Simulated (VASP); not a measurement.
# La3YO2 (R-3m) in VASP: a series of runs, part 2 of 3

VASP 6.6.1. The steps go on from the part before.

**3. Relaxation of cell and atoms, PBE**

This run uses another cell than the first one, of 22.06 Å³/atom, 0.804 times its volume.

Contents of INCAR:

```
PREC = Accurate ; ENCUT = 600
EDIFF = 1E-7 ; ISMEAR = 0
SIGMA = 0.2 ; LREAL = False
LASPH = True ; NELM = 60
ALGO = Normal ; ISIF = 3
LWAVE = False ; LCHARG = False
GGA = PE ; IBRION = 2
NSW = 36 ; EDIFFG = -0.08
```

Contents of KPOINTS:

```
regular mesh
0
Gamma
  3 3 3
```

Contents of POSCAR:

```
La3YO2
1.0
    3.2922921000      1.9008057300      3.5257820200
   -3.2922921000      1.9008057300      3.5257820200
    0.0000000000     -3.8016114600      3.5257820200
La Y O
3 1 2
Direct
    0.0000000000      0.0000000000      0.5000000000
    0.5000000000      0.0000000000      0.0000000000
    0.0000000000      0.5000000000      0.0000000000
    0.5000000000      0.5000000000      0.5000000000
    0.7039426600      0.7039426600      0.7039426600
    0.2960573400      0.2960573400      0.2960573400
```

Potentials or basis: VASP PAW PBE potentials, release 64 (La, Y_sv, O).

Started as:

```
$ cat potpaw_PBE.64/La/POTCAR potpaw_PBE.64/Y_sv/POTCAR potpaw_PBE.64/O/POTCAR > POTCAR
$ mpirun -np 1 vasp_std > vasp.out
```

OUTCAR:

```text
PREC = Accurate
   ENCUT = 600
   EDIFF = 1E-7
   ISMEAR = 0
   LREAL = False
   LASPH = True
   NELM = 60
   ISIF = 3
   GGA = PE
   IBRION = 2
   NSW = 36
   EDIFFG = -0.08

 ion  position               nearest neighbor table
   1  0.000  0.000  0.500-   5 2.34   6 2.34   2 3.29   3 3.29   3 3.29   2 3.29   4 3.29   4 3.29
                             4 4.01   4 4.01
   2  0.500  0.000  0.000-   5 2.34   6 2.34   1 3.29   4 3.29   4 3.29   1 3.29   3 3.29   3 3.29
                             4 4.01   4 4.01
   3  0.000  0.500  0.000-   5 2.34   6 2.34   1 3.29   4 3.29   1 3.29   4 3.29   2 3.29   2 3.29
                             4 4.01   4 4.01
   4  0.500  0.500  0.500-   5 2.16   6 2.16   2 3.29   3 3.29   2 3.29   3 3.29   1 3.29   1 3.29
                             1 4.01   1 4.01   2 4.01   3 4.01   3 4.01   2 4.01
   5  0.704  0.704  0.704-   4 2.16   1 2.34   3 2.34   2 2.34
   6  0.296  0.296  0.296-   4 2.16   1 2.34   3 2.34   2 2.34

  LATTYP: Found a trigonal (rhomboedric) cell.
 ALAT       =     5.1849193386
 COS(alpha) =     0.1936145064

  Lattice vectors:

 A1 = (   3.2922921000,   1.9008057300,   3.5257820200)
 A2 = (  -3.2922921000,   1.9008057300,   3.5257820200)
 A3 = (   0.0000000000,  -3.8016114600,   3.5257820200)

Analysis of symmetry for initial positions (statically):
=====================================================================
 Subroutine PRICEL returns:
 Original cell was already a primitive cell.

 Routine SETGRP: Setting up the symmetry group for a
 trigonal (rhombohedral) supercell.

 Subroutine GETGRP returns: Found 12 space group operations
 (whereof 12 operations were pure point group operations)
 out of a pool of 12 trial point group operations.

The static configuration has the point symmetry D_3d.

Analysis of symmetry for dynamics (positions and initial velocities):
=====================================================================
 Subroutine PRICEL returns:
 Original cell was already a primitive cell.

 Routine SETGRP: Setting up the symmetry group for a
 trigonal (rhombohedral) supercell.

 Subroutine GETGRP returns: Found 12 space group operations
 (whereof 12 operations were pure point group operations)
 out of a pool of 12 trial point group operations.

The dynamic configuration has the point symmetry D_3d.

 Subroutine INISYM returns: Found 12 space group operations
 (whereof 12 operations are pure point group operations),
 and found     1 'primitive' translations

----------------------------------------------------------------------------------------

                                     Primitive cell

  volume of cell :     132.3862

  direct lattice vectors                    reciprocal lattice vectors
     3.292292100  1.900805730  3.525782020     0.151869878  0.087682115  0.094541674
    -3.292292100  1.900805730  3.525782020    -0.151869878  0.087682115  0.094541674
     0.000000000 -3.801611460  3.525782020     0.000000000 -0.175364230  0.094541674

  length of vectors
     5.184919339  5.184919339  5.184919338     0.199225353  0.199225353  0.199225353

  position of ions in fractional coordinates (direct lattice)
     0.000000000  0.000000000  0.500000000
     0.500000000  0.000000000  0.000000000
     0.000000000  0.500000000  0.000000000
     0.500000000  0.500000000  0.500000000
     0.703942660  0.703942660  0.703942660
     0.296057340  0.296057340  0.296057340

  ion indices of the primitive-cell ions
   primitive index   ion index
[... 29 lines left out ...]
 ===========================================

 Found      6 irreducible k-points:

 Following reciprocal coordinates:
            Coordinates               Weight
  0.000000  0.000000  0.000000      1.000000
  0.333333 -0.000000 -0.000000      6.000000
  0.333333  0.333333 -0.000000      6.000000
 -0.333333  0.333333  0.000000      6.000000
  0.333333  0.333333  0.333333      2.000000
 -0.333333  0.333333  0.333333      6.000000
   k-points           NKPTS =      6   k-points in BZ     NKDIM =      6   number of bands    NBANDS=     33
   number of dos      NEDOS =    301   number of ions     NIONS =      6
   total plane-waves  NPLWV =  74088
   dimension x,y,z NGX =    42 NGY =   42 NGZ =   42
   dimension x,y,z NGXF=    84 NGYF=   84 NGZF=   84
   ions per type =               3   1   2
   NGX,Y,Z   is equivalent  to a cutoff of  13.47, 13.47, 13.47 a.u.
   NGXF,Y,Z  is equivalent  to a cutoff of  26.93, 26.93, 26.93 a.u.
 SYSTEM =  unknown system
   PREC   = accura    normal or accurate (medium, high low for compatibility)
   ISTART =      0    job   : 0-new  1-cont  2-samecut
   ICHARG =      2    charge: 1-file 2-atom 10-const
   ISPIN  =      1    spin polarized calculation?
   LNONCOLLINEAR =      F non collinear calculations
   LSORBIT =      F    spin-orbit coupling
   LASPH  =      T    aspherical Exc in radial PAW
   ENCUT  =  600.0 eV  44.10 Ry    6.64 a.u.  10.36 10.36 10.36*2*pi/ulx,y,z
   NELM   =     60;   NELMIN=  2; NELMDL= -5     # of ELM steps
   EDIFF  = 0.1E-06   stopping-criterion for ELM
   LREAL  =      F    real-space projection
   EDIFFG = -.8E-01   stopping-criterion for IOM
   NSW    =     36    number of steps for IOM
   IBRION =      2    ionic relax: 0-MD 1-quasi-New 2-CG
   NFREE  =      1    steps in history (QN), initial steepest desc. (CG)
   ISIF   =      3    stress and relaxation
   ISYM   =      2    0-nonsym 1-usesym 2-fastsym
   POTIM  = 0.5000    time-step for ionic-motion
   TEBEG  =    0.0;   TEEND  =   0.0 temperature during run
   PSTRESS=    0.0 pullay stress
   NELECT =      56.0000    total number of electrons
   NUPDOWN=      -1.0000    fix difference up-down
   EMIN   =  10.00;   EMAX   =-10.00  energy-range for DOS
   EFERMI =   0.00;   METHOD = LEGACY
   ISMEAR =     0;   SIGMA  =   0.20  broadening in eV -4-tet -1-fermi 0-gaus
   EFERMI_NEDOS =   21; number of points for ismear=-14 and -15
   IALGO  =     38    algorithm
   IMIX   =      4    mixing-type and parameters
     AMIX     =   0.40;   BMIX     =  1.00
     AMIX_MAG =   1.60;   BMIX_MAG =  1.00
  volume/ion in A,a.u.               =      22.06       148.90
  Fermi-wavevector in a.u.,A,eV,Ry     =   1.228919  2.322320 20.548087  1.510242
  Thomas-Fermi vector in A             =   2.363826
   LORBIT       =      0    0 simple, 1 ext, 2 COOP (PROOUT), +10 PAW based schemes
   GGA     = PE    functional components
   LHFCALC =     F    Hartree Fock is set to
   AEXX    =    0.0000 exact exchange contribution
   IVDW    =     0    specifies the selected vdW correction
   LEPSILON=     F    determine dielectric tensor
   LRPA    =     F    only Hartree local field effects (RPA)
 conjugate gradient relaxation of ions
 non-spin polarized calculation
 Gauss-broadening in eV      SIGMA  =   0.20
  energy-cutoff  :      600.00
  volume of cell :      132.39
 maximum number of plane-waves:      4427
 NGX is ok and might be reduce to    42
   NGX = 21   NGY = 21   NGZ = 21

--------------------------------------- Ionic step        1  -------------------------------------------

 number of electron      55.9999999 magnetization

 Free energy of the ion-electron system (eV)
  ---------------------------------------------------
  ext. energy  EPLUGINS =         0.00000000
  ---------------------------------------------------
  free energy    TOTEN  =       -38.81624093 eV

  energy without entropy =      -38.66718563  energy(sigma->0) =      -38.74171328

 E-fermi :   8.4676     XC(G=0): -10.3351

 val. band max:        8.4292974023   @ k =  -0.3333   0.3333   0.0000
 cond. band min:       8.4921249828   @ k =  -0.3333   0.3333   0.0000
 fundamental gap:      0.0628275805
 Fermi energy:         8.4676066406

 k-point     1 :       0.0000    0.0000    0.0000
  band No.  band energies     occupation
      1     -33.6092      2.00000
      2     -24.3594      2.00000
      3     -23.8536      2.00000
      4     -23.8536      2.00000
      5     -14.5200      2.00000
      6     -13.8507      2.00000
[... 318 lines left out ...]
  FREE ENERGIE OF THE ION-ELECTRON SYSTEM (eV)
  ---------------------------------------------------
  free  energy   TOTEN  =       -40.7681486136 eV

  energy  without entropy=      -40.6380803430  energy(sigma->0) =      -40.70311448

[... ionic steps 4 to 9 ...]

--------------------------------------- Ionic step       10  -------------------------------------------

 number of electron      56.0000007 magnetization

------------------------ aborting loop because EDIFF is reached ----------------------------------------
[... 75 lines left out ...]
--------------------------------------- Ionic step       12  -------------------------------------------

 number of electron      56.0000006 magnetization

 Free energy of the ion-electron system (eV)
  ---------------------------------------------------
  ext. energy  EPLUGINS =         0.00000000
  ---------------------------------------------------
  free energy    TOTEN  =       -42.01858295 eV

  energy without entropy =      -41.90103300  energy(sigma->0) =      -41.95980798

 E-fermi :   6.2825     XC(G=0):  -9.4337

 val. band max:        6.2547522869   @ k =  -0.3333   0.3333   0.0000
 cond. band min:       6.3877124879   @ k =  -0.3333   0.3333   0.0000
 fundamental gap:      0.1329602010
 Fermi energy:         6.2824920756

 k-point     1 :       0.0000    0.0000    0.0000
  band No.  band energies     occupation
      1     -36.3927      2.00000
      2     -26.4583      2.00000
      3     -26.3011      2.00000
      4     -26.3011      2.00000
      5     -16.7642      2.00000
      6     -16.4457      2.00000
[... 238 lines left out ...]
  FREE ENERGIE OF THE ION-ELECTRON SYSTEM (eV)
  ---------------------------------------------------
  free  energy   TOTEN  =       -42.0185829499 eV

  energy  without entropy=      -41.9010330011  energy(sigma->0) =      -41.95980798

 reached required accuracy - stopping structural energy minimisation
```

Wall time 5.3 min (1 thread of Intel Xeon 6975P-C (Granite Rapids), shared host); peak memory 0.34 GiB.

Results:

```
Free energy                            : -42.0186 eV
Relaxed volume                         : 27.45 Å³/atom
Relaxed cell                           : a = 5.482 Å, b = 5.482 Å, c = 5.482 Å, α = 90.56°, β = 90.56°, γ = 90.56°
Space group after relaxing (to 0.05 Å) : R-3m (No. 166)
Energy gained by relaxing              : 533.7 meV/atom
Ionic steps                            : 12
Pressure after relaxing                : 0.0 GPa
Largest force after relaxing           : 0.070 eV/Å
Band gap on the k mesh                 : zero (band 28 reaches 7.00 eV, above the bottom of band 29 at 5.73 eV)
```

Forces on the atoms (eV/Å):
```
La   0.000  0.000  0.000
La   0.000  0.000  0.000
La   0.000  0.000  0.000
Y    0.000  0.000  0.000
O    0.000  0.000  0.070
O    0.000  0.000 -0.070
```

Stress tensor (GPa, compression positive):
```
 0.02  0.00  0.00
 0.00  0.02  0.00
 0.00  0.00 -0.09
```

The path:
```
step  energy change (eV)  largest force (eV/Å)  pressure (GPa)  volume (Å³)
   1              0.0000                0.2580           16.29       132.39
   2             -1.8493                1.2649           -4.64       179.58
   3             -1.9519                1.1786           -1.95       168.88
   4             -2.5360                1.9496           -0.74       167.68
   5             -2.6620                2.7813            0.73       166.22
   6             -2.9848                1.6634           -0.21       167.27
   7             -3.1228                0.7303           -1.00       168.26
   8             -3.1276                0.5722           -1.15       168.45
   9             -3.1950                0.2516           -0.16       165.22
  10             -3.2008                0.1351            0.27       163.99
  11             -3.2008                0.1265            0.30       163.90
  12             -3.2023                0.0703           -0.02       164.68
```

Final structure:
```
La Y O
1.0
     3.89500    2.24878    3.13360
    -3.89500    2.24878    3.13360
     0.00000   -4.49756    3.13360
La Y O
3 1 2
Direct
  0.00000 0.00000 0.50000
  0.50000 0.00000 0.00000
  0.00000 0.50000 0.00000
  0.50000 0.50000 0.50000
  0.73655 0.73655 0.73655
  0.26345 0.26345 0.26345
```

Caveat: the k points lie up to 0.38 Å⁻¹ apart in the final cell; the volume moved by over 15 % at a fixed basis, so the end points are rough; spin-orbit coupling is left out, which moves the levels of the heavy elements; the relaxation stopped at a loose force limit of 0.08 eV/Å, so its end isn't a converged minimum.

(Continued in part 3 of 3.)
